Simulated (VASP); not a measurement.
# Be3TeSe2 in VASP: further runs

Be3TeSe2 is run at these levels: PBE; tasks: single point, relaxation of cell and atoms.

Program: VASP 6.6.1. These are calculated values, not measurements. Logs are shortened: lines on timing, memory, paths and dates and some standing lists are left out, and cuts for length are marked.

## Step 1: The cell of the first run

Symmetry: P-4m2, No. 115, tetragonal system. The conventional cell has a = 3.822 Å, b = 3.822 Å, c = 15.687 Å, α = 90.00°, β = 90.00°, γ = 90.00°. Within 3.0 Å of Be (site symmetry 2mm) lie 2 Se at 2.28 Å and 2 Te at 2.40 Å. Within 3.0 Å of Be (site symmetry 2mm) lie 4 Se at 2.27 to 2.28 Å. Be (site symmetry -4m2) has 4 Se at 2.27 Å within 3.0 Å. Within 3.2 Å of Be (site symmetry -4m2) lie 4 Te at 2.40 Å. Within 3.2 Å of Te (site symmetry 2mm) lie 4 Be at 2.40 Å. Se (site symmetry 2mm) has 4 Be at 2.28 Å within 3.0 Å. Se (site symmetry 2mm) has 4 Be at 2.27 Å within 3.0 Å.

## Step 2: Single point, PBE

File INCAR:

```
SYSTEM = Be3TeSe2
ALGO     = Normal         ! electronic algorithm
EDIFF    = 1E-7           ! SCF threshold, eV
ENCUT    = 520            ! plane-wave cutoff, eV
GGA      = PE             ! functional
ISIF     = 2              ! what is computed and relaxed
ISMEAR   = 0              ! smearing method
LASPH    = .True.         ! aspherical terms in the spheres
LCHARG   = .True.         ! write CHGCAR
LELF     = .True.         ! ELF
LREAL    = .False.        ! projectors in reciprocal space
LVHAR    = .True.       
LWAVE    = .False.        ! write WAVECAR
NBANDS   = 36             ! bands
NELM     = 100            ! most SCF steps
PREC     = Accurate       ! precision mode
SIGMA    = 0.15           ! smearing width, eV
```

File KPOINTS:

```
k-points
0
Gamma
  3 3 1
  0 0 0
```

File POSCAR:

```
Be3TeSe2
1.0
    3.8220500712      0.0000000000      0.0000000000
    0.0000000000      3.8220500712      0.0000000000
    0.0000000000      0.0000000000     15.6866262072
Be Te Se
6 2 4
Direct
    0.5000000000      0.5000000000      0.1852463662
    0.0000000000      0.0000000000      0.3438476918
    0.5000000000      0.5000000000      0.5000000000
    0.0000000000      0.0000000000      0.6561523082
    0.5000000000      0.5000000000      0.8147536338
    0.0000000000      0.0000000000      0.0000000000
    0.0000000000      0.5000000000      0.0923066129
    0.5000000000      0.0000000000      0.9076933871
    0.5000000000      0.0000000000      0.2648217453
    0.0000000000      0.5000000000      0.4222000452
    0.5000000000      0.0000000000      0.5777999548
    0.0000000000      0.5000000000      0.7351782547
```

Potentials or basis: VASP PAW PBE potentials, release 64 (Be, Te, Se).

Started as:

```bash
$ cat potpaw_PBE.64/Be/POTCAR potpaw_PBE.64/Te/POTCAR potpaw_PBE.64/Se/POTCAR > POTCAR
$ mpirun -np 1 vasp_std > vasp.out
```

OUTCAR:

```text
SYSTEM = Be3TeSe2
   EDIFF = 1E-7
   ENCUT = 520
   GGA = PE
   ISIF = 2
   ISMEAR = 0
   LASPH = .True.
   LREAL = .False.
   NELM = 100
   PREC = Accurate

 ion  position               nearest neighbor table
   1  0.500  0.500  0.185-   9 2.28   9 2.28   7 2.40   7 2.40
   2  0.000  0.000  0.344-  10 2.27  10 2.27   9 2.28   9 2.28
   3  0.500  0.500  0.500-  10 2.27  11 2.27  11 2.27  10 2.27
   4  0.000  0.000  0.656-  11 2.27  11 2.27  12 2.28  12 2.28
   5  0.500  0.500  0.815-  12 2.28  12 2.28   8 2.40   8 2.40
   6  0.000  0.000  0.000-   7 2.40   8 2.40   7 2.40   8 2.40
   7  0.000  0.500  0.092-   6 2.40   6 2.40   1 2.40   1 2.40
   8  0.500  0.000  0.908-   6 2.40   6 2.40   5 2.40   5 2.40
   9  0.500  0.000  0.265-   2 2.28   2 2.28   1 2.28   1 2.28
  10  0.000  0.500  0.422-   3 2.27   3 2.27   2 2.27   2 2.27
  11  0.500  0.000  0.578-   3 2.27   3 2.27   4 2.27   4 2.27
  12  0.000  0.500  0.735-   4 2.28   4 2.28   5 2.28   5 2.28

  LATTYP: Found a simple tetragonal cell.
 ALAT       =     3.8220500712
 C/A-ratio  =     4.1042440353

  Lattice vectors:

 A1 = (   3.8220500712,   0.0000000000,   0.0000000000)
 A2 = (   0.0000000000,   3.8220500712,   0.0000000000)
 A3 = (   0.0000000000,   0.0000000000,  15.6866262072)

Analysis of symmetry for initial positions (statically):
=====================================================================
 Subroutine PRICEL returns:
 Original cell was already a primitive cell.

 Routine SETGRP: Setting up the symmetry group for a
 simple tetragonal supercell.

 Subroutine GETGRP returns: Found  8 space group operations
 (whereof  8 operations were pure point group operations)
 out of a pool of 16 trial point group operations.

The static configuration has the point symmetry D_2d.

Analysis of symmetry for dynamics (positions and initial velocities):
=====================================================================
 Subroutine PRICEL returns:
 Original cell was already a primitive cell.

 Routine SETGRP: Setting up the symmetry group for a
 simple tetragonal supercell.

 Subroutine GETGRP returns: Found  8 space group operations
 (whereof  8 operations were pure point group operations)
 out of a pool of 16 trial point group operations.

The dynamic configuration has the point symmetry D_2d.

 Subroutine INISYM returns: Found  8 space group operations
 (whereof  8 operations are pure point group operations),
 and found     1 'primitive' translations

----------------------------------------------------------------------------------------

                                     Primitive cell

  volume of cell :     229.1513

  direct lattice vectors                    reciprocal lattice vectors
     3.822050071  0.000000000  0.000000000     0.261639691  0.000000000  0.000000000
     0.000000000  3.822050071  0.000000000     0.000000000  0.261639691  0.000000000
     0.000000000  0.000000000 15.686626207     0.000000000  0.000000000  0.063748571

  length of vectors
     3.822050071  3.822050071 15.686626207     0.261639691  0.261639691  0.063748571

  position of ions in fractional coordinates (direct lattice)
     0.500000000  0.500000000  0.185246366
     0.000000000  0.000000000  0.343847692
     0.500000000  0.500000000  0.500000000
     0.000000000  0.000000000  0.656152308
     0.500000000  0.500000000  0.814753634
     0.000000000  0.000000000  0.000000000
     0.000000000  0.500000000  0.092306613
     0.500000000  0.000000000  0.907693387
     0.500000000  0.000000000  0.264821745
     0.000000000  0.500000000  0.422200045
     0.500000000  0.000000000  0.577799955
     0.000000000  0.500000000  0.735178255

  ion indices of the primitive-cell ions
   primitive index   ion index
                 1           1
                 2           2
                 3           3
                 4           4
                 5           5
                 6           6
                 7           7
                 8           8
                 9           9
                10          10
                11          11
                12          12

----------------------------------------------------------------------------------------

 KPOINTS: k-points

Automatic generation of k-mesh.
 Grid dimensions read from file:
 generate k-points for:    3    3    1

 Generating k-lattice:

  Cartesian coordinates                     Fractional coordinates (reciprocal lattice)
     0.087213230  0.000000000  0.000000000     0.333333333  0.000000000  0.000000000
     0.000000000  0.087213230  0.000000000     0.000000000  0.333333333  0.000000000
     0.000000000  0.000000000  0.063748571     0.000000000  0.000000000  1.000000000

  Length of vectors
     0.087213230  0.087213230  0.063748571

  Shift w.r.t. Gamma in fractional coordinates (k-lattice)
     0.000000000  0.000000000  0.000000000

 Subroutine IBZKPT returns following result:
 ===========================================

 Found      3 irreducible k-points:

 Following reciprocal coordinates:
            Coordinates               Weight
  0.000000  0.000000  0.000000      1.000000
  0.333333  0.000000  0.000000      4.000000
  0.333333  0.333333  0.000000      4.000000
   k-points           NKPTS =      3   k-points in BZ     NKDIM =      3   number of bands    NBANDS=     36
   number of dos      NEDOS =    301   number of ions     NIONS =     12
   total plane-waves  NPLWV =  94080
   dimension x,y,z NGX =    28 NGY =   28 NGZ =  120
   dimension x,y,z NGXF=    56 NGYF=   56 NGZF=  240
   ions per type =               6   2   4
   NGX,Y,Z   is equivalent  to a cutoff of  12.18, 12.18, 12.72 a.u.
   NGXF,Y,Z  is equivalent  to a cutoff of  24.36, 24.36, 25.44 a.u.
 SYSTEM =  Be3TeSe2
   PREC   = accura    normal or accurate (medium, high low for compatibility)
   ISTART =      0    job   : 0-new  1-cont  2-samecut
   ICHARG =      2    charge: 1-file 2-atom 10-const
   ISPIN  =      1    spin polarized calculation?
   LNONCOLLINEAR =      F non collinear calculations
   LSORBIT =      F    spin-orbit coupling
   LASPH  =      T    aspherical Exc in radial PAW
   ENCUT  =  520.0 eV  38.22 Ry    6.18 a.u.   7.11  7.11 29.17*2*pi/ulx,y,z
   NELM   =    100;   NELMIN=  2; NELMDL= -5     # of ELM steps
   EDIFF  = 0.1E-06   stopping-criterion for ELM
   LREAL  =      F    real-space projection
   EDIFFG = 0.1E-05   stopping-criterion for IOM
   NSW    =      0    number of steps for IOM
   IBRION =     -1    ionic relax: 0-MD 1-quasi-New 2-CG
   NFREE  =      0    steps in history (QN), initial steepest desc. (CG)
   ISIF   =      2    stress and relaxation
   ISYM   =      2    0-nonsym 1-usesym 2-fastsym
   POTIM  = 0.5000    time-step for ionic-motion
   TEBEG  =    0.0;   TEEND  =   0.0 temperature during run
   PSTRESS=    0.0 pullay stress
   NELECT =      48.0000    total number of electrons
   NUPDOWN=      -1.0000    fix difference up-down
   EMIN   =  10.00;   EMAX   =-10.00  energy-range for DOS
   EFERMI =   0.00;   METHOD = LEGACY
   ISMEAR =     0;   SIGMA  =   0.15  broadening in eV -4-tet -1-fermi 0-gaus
   EFERMI_NEDOS =   21; number of points for ismear=-14 and -15
   IALGO  =     38    algorithm
   IMIX   =      4    mixing-type and parameters
     AMIX     =   0.40;   BMIX     =  1.00
     AMIX_MAG =   1.60;   BMIX_MAG =  1.00
  volume/ion in A,a.u.               =      19.10       128.87
  Fermi-wavevector in a.u.,A,eV,Ry     =   0.972257  1.837300 12.861369  0.945284
  Thomas-Fermi vector in A             =   2.102541
   LORBIT       =      0    0 simple, 1 ext, 2 COOP (PROOUT), +10 PAW based schemes
   GGA     = PE    functional components
   LHFCALC =     F    Hartree Fock is set to
   AEXX    =    0.0000 exact exchange contribution
   IVDW    =     0    specifies the selected vdW correction
   LEPSILON=     F    determine dielectric tensor
   LRPA    =     F    only Hartree local field effects (RPA)
 non-spin polarized calculation
 Gauss-broadening in eV      SIGMA  =   0.15
  energy-cutoff  :      520.00
  volume of cell :      229.15
 maximum number of plane-waves:      6188
   NGX = 15   NGY = 15   NGZ = 59

 number of electron      48.0000002 magnetization

 Free energy of the ion-electron system (eV)
  ---------------------------------------------------
  ext. energy  EPLUGINS =         0.00000000
  ---------------------------------------------------
  free energy    TOTEN  =       -49.73982978 eV

  energy without entropy =      -49.73982978  energy(sigma->0) =      -49.73982978

 E-fermi :   4.8772     XC(G=0):  -9.2142

 val. band max:        4.1505156672   @ k =   0.0000   0.0000   0.0000
 cond. band min:       6.0957663123   @ k =   0.0000   0.0000   0.0000
 fundamental gap:      1.9452506451
 Fermi energy:         4.8772452278

 k-point     1 :       0.0000    0.0000    0.0000
  band No.  band energies     occupation
      1      -9.7768      2.00000
      2      -9.3782      2.00000
      3      -8.8942      2.00000
      4      -8.3298      2.00000
      5      -7.6260      2.00000
      6      -6.7394      2.00000
[... 28 lines left out ...]
     35       8.4058      0.00000
     36       8.4058      0.00000

 k-point     2 :       0.3333    0.0000    0.0000
  band No.  band energies     occupation
      1      -9.2257      2.00000
      2      -8.9487      2.00000
      3      -8.6499      2.00000
      4      -8.4045      2.00000
      5      -7.0842      2.00000
      6      -6.5361      2.00000
[... 28 lines left out ...]
     35       9.4125      0.00000
     36       9.9384      0.00000

 k-point     3 :       0.3333    0.3333    0.0000
  band No.  band energies     occupation
      1      -8.7865      2.00000
      2      -8.6004      2.00000
      3      -8.4268      2.00000
      4      -8.3217      2.00000
      5      -6.5261      2.00000
      6      -6.1796      2.00000
[... 28 lines left out ...]
     35      10.0359      0.00000
     36      10.3000      0.00000

------------------------ aborting loop because EDIFF is reached ----------------------------------------

  FORCE on cell =-STRESS in cart. coord.  units (eV):
  Direction    XX          YY          ZZ          XY          YZ          ZX
  --------------------------------------------------------------------------------------
  -------------------------------------------------------------------------------------
  Total        1.0545771      1.0545771      0.5637874      0.0000000     -0.0000000      0.0000000
  in kB        7.3733803      7.3733803      3.9418822      0.0000000     -0.0000000      0.0000000
  external PRESSURE =       6.2295476 kB  Pullay stress =       0.0000000 kB

 VOLUME and BASIS-vectors are now :
 -----------------------------------------------------------------------------
  energy-cutoff  :      520.00
  volume of cell :      229.15
      direct lattice vectors                 reciprocal lattice vectors
     3.822050071  0.000000000  0.000000000     0.261639691  0.000000000  0.000000000
     0.000000000  3.822050071  0.000000000     0.000000000  0.261639691  0.000000000
     0.000000000  0.000000000 15.686626207     0.000000000  0.000000000  0.063748571

 POSITION                                       TOTAL-FORCE (eV/Angst)
 -----------------------------------------------------------------------------------
      1.91103      1.91103      2.90589        -0.000000     -0.000000      0.079271
      0.00000      0.00000      5.39381        -0.000000     -0.000000     -0.056310
      1.91103      1.91103      7.84331        -0.000000      0.000000      0.000000
      0.00000      0.00000     10.29282        -0.000000     -0.000000      0.056310
      1.91103      1.91103     12.78074        -0.000000      0.000000     -0.079271
      0.00000      0.00000      0.00000        -0.000000     -0.000000      0.000000
      0.00000      1.91103      1.44798         0.000000     -0.000000      0.016982
      1.91103      0.00000     14.23865        -0.000000     -0.000000     -0.016982
      1.91103      0.00000      4.15416         0.000000     -0.000000     -0.060540
      0.00000      1.91103      6.62289        -0.000000     -0.000000     -0.071073
      1.91103      0.00000      9.06373        -0.000000     -0.000000      0.071073
      0.00000      1.91103     11.53247        -0.000000     -0.000000      0.060540
 -----------------------------------------------------------------------------------
    total drift:                               -0.000000     -0.000000      0.000000

  FREE ENERGIE OF THE ION-ELECTRON SYSTEM (eV)
  ---------------------------------------------------
  free  energy   TOTEN  =       -49.7398297844 eV

  energy  without entropy=      -49.7398297844  energy(sigma->0) =      -49.73982978
```

Run time: 23 s. Hardware: 1 thread of AMD EPYC 9R45 (Zen 5), shared host; peak memory 0.26 GiB.

What came out:

- Free energy: -49.7398 eV
- Pressure: 0.6 GPa
- Largest force: 0.079 eV/Å
- Band gap on the k mesh: 1.95 eV, direct

Forces in eV/Å, atoms in the order of the input:
```
Be   0.000  0.000  0.079
Be   0.000  0.000 -0.056
Be   0.000  0.000  0.000
Be   0.000  0.000  0.056
Be   0.000  0.000 -0.079
Be   0.000  0.000  0.000
Te   0.000  0.000  0.017
Te   0.000  0.000 -0.017
Se   0.000  0.000 -0.061
Se   0.000  0.000 -0.071
Se   0.000  0.000  0.071
Se   0.000  0.000  0.061
```

Caveat: the k points lie up to 0.55 Å⁻¹ apart; spin-orbit coupling is left out, which moves the levels of the heavy elements.

## Step 3: Single point, PBE

File INCAR:

```
SYSTEM = Be3TeSe2
PREC = Accurate
ENCUT = 520
EDIFF = 1E-6
ISMEAR = 0
SIGMA = 0.1
LREAL = .False.
LASPH = .True.
NELM = 60
ALGO = Normal
ISIF = 2
LWAVE = .False.
LCHARG = .False.
GGA = PE
NBANDS = 36
```

File KPOINTS:

```
regular mesh
0
Gamma
  4 4 1
  0 0 0
```

File POSCAR:

```
Be3TeSe2
1.0
    3.7850134532      0.0000000000      0.0000000000
    0.0000000000      3.7850134532      0.0000000000
    0.0000000000      0.0000000000     15.9786008092
Be Te Se
6 2 4
Direct
    0.5000000000      0.5000000000      0.1848687989
    1.0000000000      0.0000000000      0.3423607028
    0.5000000000      0.5000000000      0.5000000000
    1.0000000000      0.0000000000      0.6576392972
    0.5000000000      0.5000000000      0.8151312011
    0.0000000000      1.0000000000      1.0000000000
    0.0000000000      0.5000000000      0.0919987841
    0.5000000000      1.0000000000      0.9080012159
    0.5000000000      1.0000000000      0.2634041170
    1.0000000000      0.5000000000      0.4211536141
    0.5000000000      1.0000000000      0.5788463859
    1.0000000000      0.5000000000      0.7365958830
```

Potentials or basis: VASP PAW PBE potentials, release 64 (Be, Te, Se).

Started as:

```bash
$ cat potpaw_PBE.64/Be/POTCAR potpaw_PBE.64/Te/POTCAR potpaw_PBE.64/Se/POTCAR > POTCAR
$ mpirun -np 1 vasp_std > vasp.out
```

It took 31 s on 1 thread of AMD EPYC 9R45 (Zen 5), shared host; peak memory 0.28 GiB.

It converged, with:

```yaml
Free_energy: -50.1809 eV
Pressure: 0.3 GPa
Largest_force: 0.003 eV/Å
Band_gap_on_the_k_mesh: 1.96 eV, direct
```

Forces on the atoms (eV/Å):
```
Be   0.000  0.000  0.001
Be   0.000  0.000 -0.001
Be   0.000  0.000  0.000
Be   0.000  0.000  0.001
Be   0.000  0.000 -0.001
Be   0.000  0.000  0.000
Te   0.000  0.000  0.003
Te   0.000  0.000 -0.003
Se   0.000  0.000  0.002
Se   0.000  0.000  0.000
Se   0.000  0.000  0.000
Se   0.000  0.000 -0.002
```

Stress tensor (GPa, compression positive):
```
 0.56  0.00  0.00
 0.00  0.56  0.00
 0.00  0.00 -0.14
```

Levels at points of the mesh, in eV from the valence-band top:
```csv
k point,band 21,band 22,band 23,band 24,band 25,band 26,band 27,band 28
"(0.00, 0.00, 0.00)",-1.22,-0.37,0.00,0.00,1.96,2.39,2.75,3.24
"(0.50, 0.00, 0.00)",-1.81,-1.78,-0.47,-0.46,3.47,3.56,3.70,3.71
"(0.50, 0.50, 0.00)",-2.91,-2.90,-2.78,-2.78,2.07,2.07,3.16,3.24
```

Caveat: spin-orbit coupling is left out, which moves the levels of the heavy elements.

(Continued in part 2 of 2.)
